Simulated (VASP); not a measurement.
Write the native input for VASP 6.6.1 that does the following.

```yaml
Task: single point
Functional: PBE
Potentials_or_basis: VASP PAW PBE potentials, release 64 (Si, W_sv)
Cutoff: 520 eV
k_mesh: 9 × 9 × 6
Occupations: gaussian, width 0.03 eV
Spin: no spin polarisation
Dipole_correction: no
Further_INCAR_settings: ALGO = Normal; EDIFF = 1e-06; NBANDS = 43
```

The structure of Si2W lies in POSCAR:

```
Si2W
1.0
    4.6907127290      0.0000000000      0.0000000000
   -2.3453563645      4.0622763851      0.0000000000
    0.0000000000      0.0000000000      6.4323743652
Si W
6 3
Direct
    0.8050634200      0.6101268399      0.5000000000
    0.1949365800      0.8050634200      0.8333333333
    0.6101268399      0.8050634200      0.1666666667
    0.1949365800      0.3898731601      0.5000000000
    0.8050634200      0.1949365800      0.8333333333
    0.3898731601      0.1949365800      0.1666666667
    0.0000000000      0.5000000000      0.1666666667
    0.5000000000      0.5000000000      0.8333333333
    0.5000000000      0.0000000000      0.5000000000
```

This cell differs from its parent crystal: atoms shifted along a free coordinate, c/a of the conventional cell at fixed volume 1.3713.

These files were run (other wordings do the same):

INCAR

```
SYSTEM = Si2W
ALGO = Normal ; EDIFF = 1E-6
ENCUT = 520 ; GGA = PE
ISIF = 2 ; ISMEAR = 0
LASPH = .TRUE. ; LCHARG = .FALSE.
LREAL = .FALSE. ; LWAVE = .FALSE.
NBANDS = 43 ; NELM = 60
PREC = Accurate ; SIGMA = 0.03
```

KPOINTS

```
k-points
0
G
  9 9 6
  0 0 0
```

Potentials or basis: VASP PAW PBE potentials, release 64 (Si, W_sv).

Run with:

```bash
$ cat potpaw_PBE.64/Si/POTCAR potpaw_PBE.64/W_sv/POTCAR > POTCAR
$ mpirun -np 1 vasp_std > vasp.out
```

Results of the run:

```
Pressure               : 11.1 GPa
Largest force          : 3.244 eV/Å
Band gap on the k mesh : 0.22 eV (least direct gap 0.36 eV)
```

Caveat: the cell stands under pressure; spin-orbit coupling is left out, which moves the levels of the heavy elements; an odd mesh through Γ misses points on the zone boundary, where band edges can lie; forces of over 1 eV/Å act on the atoms, so gaps and moduli don't describe the material at rest.

Run time: 5.3 min on 1 thread of AMD EPYC 7R13, with other jobs on the host, peak memory 0.32 GiB.
